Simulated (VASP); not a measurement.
# CoH3 (I4/mmm) in VASP: relaxation of cell and atoms with PBE

Aim: the relaxation of cell and atoms of CoH3 with PBE.

All numbers are computed with VASP 6.6.1; they aren't measurements. Logs are shortened: lines on timing, memory, paths and dates and some standing lists are left out, and cuts for length are marked.

**1. The cell of the first run**

The structure is tetragonal, space group I4/mmm (No. 139). Conventional cell: a = 3.462 Å, b = 3.462 Å, c = 6.895 Å, α = 90.00°, β = 90.00°, γ = 90.00°. Within 3.2 Å of Co (site symmetry 4/mmm) lie 12 H at 2.44 to 2.45 Å. Within 3.2 Å of H (site symmetry -4m2) lie 4 Co at 2.44 Å and 8 H at 2.44 to 2.45 Å. H (site symmetry 4/mmm) has 8 H at 2.44 Å and 4 Co at 2.45 Å within 3.2 Å.

The cell was generated, and may not be a known phase.

**2. Relaxation of cell and atoms, PBE, collinear spin, ferromagnetic start**

Contents of INCAR:

```
PREC = Accurate
ENCUT = 600
EDIFF = 1E-7
ISMEAR = 0
SIGMA = 0.15
LREAL = False
LASPH = True
NELM = 150
ALGO = Normal
ISIF = 3
LWAVE = False
LCHARG = False
ISPIN = 2
MAGMOM = 3 0 0 0
LORBIT = 11
LMAXMIX = 4
GGA = PE
IBRION = 2
NSW = 36
EDIFFG = -0.08
```

Contents of KPOINTS:

```
regular mesh
0
Gamma
  6 6 6
```

Contents of POSCAR:

```
CoH3
1.0
   -1.7309614400      1.7309614400      3.4474427600
    1.7309614400     -1.7309614400      3.4474427600
    1.7309614400      1.7309614400     -3.4474427600
Co H
1 3
Direct
    0.0000000000      0.0000000000      0.0000000000
    0.7500000000      0.2500000000      0.5000000000
    0.2500000000      0.7500000000      0.5000000000
    0.5000000000      0.5000000000      0.0000000000
```

Potentials or basis: VASP PAW PBE potentials, release 64 (Co, H).

Launch:

```
> cat potpaw_PBE.64/Co/POTCAR potpaw_PBE.64/H/POTCAR > POTCAR
> mpirun -np 1 vasp_std > vasp.out
```

OUTCAR:

```text
PREC = Accurate
   ENCUT = 600
   EDIFF = 1E-7
   ISMEAR = 0
   LREAL = False
   LASPH = True
   NELM = 150
   ISIF = 3
   ISPIN = 2
   LORBIT = 11
   GGA = PE
   IBRION = 2
   NSW = 36
   EDIFFG = -0.08

 ion  position               nearest neighbor table
   1  0.000  0.000  0.000-
   2  0.750  0.250  0.500-
   3  0.250  0.750  0.500-
   4  0.500  0.500  0.000-

  LATTYP: Found a body centered tetragonal cell.
 ALAT       =     3.4619228800
 C/A-ratio  =     1.9916346375

  Lattice vectors:

 A1 = (  -1.7309614400,   1.7309614400,   3.4474427600)
 A2 = (   1.7309614400,  -1.7309614400,   3.4474427600)
 A3 = (   1.7309614400,   1.7309614400,  -3.4474427600)

Analysis of symmetry for initial positions (statically):
=====================================================================
 Subroutine PRICEL returns:
 Original cell was already a primitive cell.

 Routine SETGRP: Setting up the symmetry group for a
 body centered tetragonal supercell.

 Subroutine GETGRP returns: Found 16 space group operations
 (whereof 16 operations were pure point group operations)
 out of a pool of 16 trial point group operations.

The static configuration has the point symmetry D_4h.

Analysis of symmetry for dynamics (positions and initial velocities):
=====================================================================
 Subroutine PRICEL returns:
 Original cell was already a primitive cell.

 Routine SETGRP: Setting up the symmetry group for a
 body centered tetragonal supercell.

 Subroutine GETGRP returns: Found 16 space group operations
 (whereof 16 operations were pure point group operations)
 out of a pool of 16 trial point group operations.

The dynamic configuration has the point symmetry D_4h.

Analysis of structural, dynamic, and magnetic symmetry:
=====================================================================
 Subroutine PRICEL returns:
 Original cell was already a primitive cell.

 Routine SETGRP: Setting up the symmetry group for a
 body centered tetragonal supercell.

 Subroutine GETGRP returns: Found 16 space group operations
 (whereof 16 operations were pure point group operations)
 out of a pool of 16 trial point group operations.

The overall configuration has the point symmetry D_4h.

 Subroutine INISYM returns: Found 16 space group operations
 (whereof 16 operations are pure point group operations),
 and found     1 'primitive' translations
[... 84 lines left out ...]
   dimension x,y,z NGX =    36 NGY =   36 NGZ =   36
   dimension x,y,z NGXF=    72 NGYF=   72 NGZF=   72
   ions per type =               1   3
   NGX,Y,Z   is equivalent  to a cutoff of  14.15, 14.15, 14.15 a.u.
   NGXF,Y,Z  is equivalent  to a cutoff of  28.31, 28.31, 28.31 a.u.
 SYSTEM =  unknown system
   PREC   = accura    normal or accurate (medium, high low for compatibility)
   ISTART =      0    job   : 0-new  1-cont  2-samecut
   ICHARG =      2    charge: 1-file 2-atom 10-const
   ISPIN  =      2    spin polarized calculation?
   LNONCOLLINEAR =      F non collinear calculations
   LSORBIT =      F    spin-orbit coupling
   LASPH  =      T    aspherical Exc in radial PAW
   ENCUT  =  600.0 eV  44.10 Ry    6.64 a.u.   8.44  8.44  8.44*2*pi/ulx,y,z
   NELM   =    150;   NELMIN=  2; NELMDL= -5     # of ELM steps
   EDIFF  = 0.1E-06   stopping-criterion for ELM
   LREAL  =      F    real-space projection
   EDIFFG = -.8E-01   stopping-criterion for IOM
   NSW    =     36    number of steps for IOM
   IBRION =      2    ionic relax: 0-MD 1-quasi-New 2-CG
   NFREE  =      1    steps in history (QN), initial steepest desc. (CG)
   ISIF   =      3    stress and relaxation
   ISYM   =      2    0-nonsym 1-usesym 2-fastsym
   POTIM  = 0.5000    time-step for ionic-motion
   TEBEG  =    0.0;   TEEND  =   0.0 temperature during run
   PSTRESS=    0.0 pullay stress
   NELECT =      12.0000    total number of electrons
   NUPDOWN=      -1.0000    fix difference up-down
   EMIN   =  10.00;   EMAX   =-10.00  energy-range for DOS
   EFERMI =   0.00;   METHOD = LEGACY
   ISMEAR =     0;   SIGMA  =   0.15  broadening in eV -4-tet -1-fermi 0-gaus
   EFERMI_NEDOS =   21; number of points for ismear=-14 and -15
   IALGO  =     38    algorithm
   IMIX   =      4    mixing-type and parameters
     AMIX     =   0.40;   BMIX     =  1.00
     AMIX_MAG =   1.60;   BMIX_MAG =  1.00
  volume/ion in A,a.u.               =      10.33        69.71
  Fermi-wavevector in a.u.,A,eV,Ry     =   1.084155  2.048756 15.992174  1.175392
  Thomas-Fermi vector in A             =   2.220238
   LORBIT       =     11    0 simple, 1 ext, 2 COOP (PROOUT), +10 PAW based schemes
   GGA     = PE    functional components
   LHFCALC =     F    Hartree Fock is set to
   AEXX    =    0.0000 exact exchange contribution
   IVDW    =     0    specifies the selected vdW correction
   LEPSILON=     F    determine dielectric tensor
   LRPA    =     F    only Hartree local field effects (RPA)
 conjugate gradient relaxation of ions
 spin polarized calculation
 Gauss-broadening in eV      SIGMA  =   0.15
  energy-cutoff  :      600.00
  volume of cell :       41.32
 maximum number of plane-waves:      1404
 NGX is ok and might be reduce to    36
   NGX = 17   NGY = 17   NGZ = 17

--------------------------------------- Ionic step        1  -------------------------------------------

 number of electron      12.0000000 magnetization       1.8941043

 Free energy of the ion-electron system (eV)
  ---------------------------------------------------
  ext. energy  EPLUGINS =         0.00000000
  ---------------------------------------------------
  free energy    TOTEN  =       -11.52449804 eV

  energy without entropy =      -11.47544261  energy(sigma->0) =      -11.49997032

 E-fermi :   0.8287     XC(G=0):  -9.0802

 val. band max:        0.8131647321   @ k =   0.3333   0.1667   0.0000
 cond. band min:       0.8312470683   @ k =   0.1667   0.1667   0.0000
 fundamental gap:      0.0180823362
 Fermi energy:         0.8286513131
[... 2353 lines left out ...]
 number of electron      12.0000000 magnetization      -0.0000005

 number of electron      12.0000000 magnetization       0.0000006

 Free energy of the ion-electron system (eV)
  ---------------------------------------------------
  ext. energy  EPLUGINS =         0.00000000
  ---------------------------------------------------
  free energy    TOTEN  =       -15.54403966 eV

  energy without entropy =      -15.53338773  energy(sigma->0) =      -15.53871370

 E-fermi :   8.0316     XC(G=0): -12.6912

 val. band max:        7.9283198439   @ k =   0.5000   0.5000   0.5000
 cond. band min:       8.0796654553   @ k =  -0.3333   0.5000   0.3333
 fundamental gap:      0.1513456113
 Fermi energy:         8.0316452636
[... 757 lines left out ...]
  FREE ENERGIE OF THE ION-ELECTRON SYSTEM (eV)
  ---------------------------------------------------
  free  energy   TOTEN  =       -15.5440396600 eV

  energy  without entropy=      -15.5333877313  energy(sigma->0) =      -15.53871370

 reached required accuracy - stopping structural energy minimisation

 total charge

# of ion       s       p       d       tot
------------------------------------------
    1        0.392   0.518   7.558   8.468
    2        0.471   0.027   0.000   0.499
    3        0.471   0.027   0.000   0.499
    4        0.480   0.033   0.000   0.513
--------------------------------------------------
tot          1.814   0.606   7.558   9.978

 magnetization (x)

# of ion       s       p       d       tot
------------------------------------------
    1       -0.000  -0.000  -0.000  -0.000
    2        0.000  -0.000   0.000   0.000
    3        0.000  -0.000   0.000   0.000
    4        0.000   0.000   0.000   0.000
--------------------------------------------------
tot          0.000  -0.000  -0.000  -0.000
```

OSZICAR:

```text
N       E                     dE             d eps       ncg     rms          rms(c)
DAV:   1     0.374794088893E+02    0.37479E+02   -0.52293E+03  1440   0.990E+02
DAV:   2    -0.124297043420E+02   -0.49909E+02   -0.45628E+02  1496   0.170E+02
[... 75 lines left out ...]
DAV:   5    -0.155441370385E+02    0.94513E-01   -0.15971E-01  1888   0.401E+00    0.856E-01
DAV:   6    -0.155440667412E+02    0.70297E-04   -0.67127E-03  1576   0.105E+00    0.224E-01
DAV:   7    -0.155440539643E+02    0.12777E-04   -0.48582E-04  1680   0.285E-01    0.996E-02
DAV:   8    -0.155440421755E+02    0.11789E-04   -0.22451E-04  1672   0.190E-01    0.220E-02
DAV:   9    -0.155440396373E+02    0.25382E-05   -0.11520E-05  1672   0.398E-02    0.702E-03
DAV:  10    -0.155440396600E+02   -0.22702E-07   -0.60893E-07  1528   0.780E-03
   5 F= -.15544040E+02 E0= -.15538714E+02  d E =-.401954E+01  mag=    -0.0000
```

CONTCAR:

```text
CoH3
   1.00000000000000
    -1.2915124621999692    1.2915124621999692    2.7140122043077790
     1.2915124621999692   -1.2915124621999692    2.7140122043077790
     1.2915124621999692    1.2915124621999692   -2.7140122043077790
  Co              H
     1     3
Direct
     0.0000000000000000    0.0000000000000000    0.0000000000000000
     0.7500000000000000    0.2500000000000000    0.5000000000000000
     0.2500000000000000    0.7500000000000000    0.5000000000000000
     0.5000000000000000    0.5000000000000000    0.0000000000000000

  0.00000000E+00  0.00000000E+00  0.00000000E+00
  0.00000000E+00  0.00000000E+00  0.00000000E+00
  0.00000000E+00  0.00000000E+00  0.00000000E+00
  0.00000000E+00  0.00000000E+00  0.00000000E+00
```

Wall time 5.5 min (1 thread of Oxide Virtual Turin-like, shared host); peak memory 0.25 GiB.

Results:

| Property | Result |
| --- | --- |
| Free energy | -15.5440 eV |
| Relaxed volume | 4.53 Å³/atom |
| Relaxed cell | a = 3.271 Å, b = 3.271 Å, c = 3.271 Å, α = 133.49°, β = 133.49°, γ = 67.88° |
| Space group after relaxing (to 0.1 Å) | I4/mmm (No. 139) |
| Energy gained by relaxing | 1004.9 meV/atom |
| Ionic steps | 5 |
| Pressure after relaxing | 1.5 GPa |
| Band gap on the k mesh | zero (filled and empty bands overlap) |
| Net moment | 0.00 μB per cell |
| Valence electrons inside the program's atomic spheres | Co 8.47; H 0.50, 0.51 (each value once) |

Stress tensor (GPa, compression positive):
```
 2.47  0.00  0.00
 0.00  2.47  0.00
 0.00  0.00 -0.56
```

Step by step:
```tsv
step	energy change (eV)	largest force (eV/Å)	pressure (GPa)	volume (Å³)
1	0.0000	0.0000	-24.59	41.32
2	-1.5056	0.0000	-30.75	32.54
3	-2.9430	0.0000	96.89	13.79
4	-3.4705	0.0000	-28.54	23.24
5	-4.0195	0.0000	1.46	18.11
```

Final structure:
```
CELL_PARAMETERS angstrom
-1.29151 1.29151 2.71401
1.29151 -1.29151 2.71401
1.29151 1.29151 -2.71401
ATOMIC_POSITIONS crystal
Co 0.00000 0.00000 0.00000
H 0.75000 0.25000 0.50000
H 0.25000 0.75000 0.50000
H 0.50000 0.50000 0.00000
```

Caveat: the volume moved by over 15 % at a fixed basis, so the end points are rough; the moments typed at the start vanished in this run.

The gap in the log of VASP goes by the Fermi energy; the results here count the filled bands.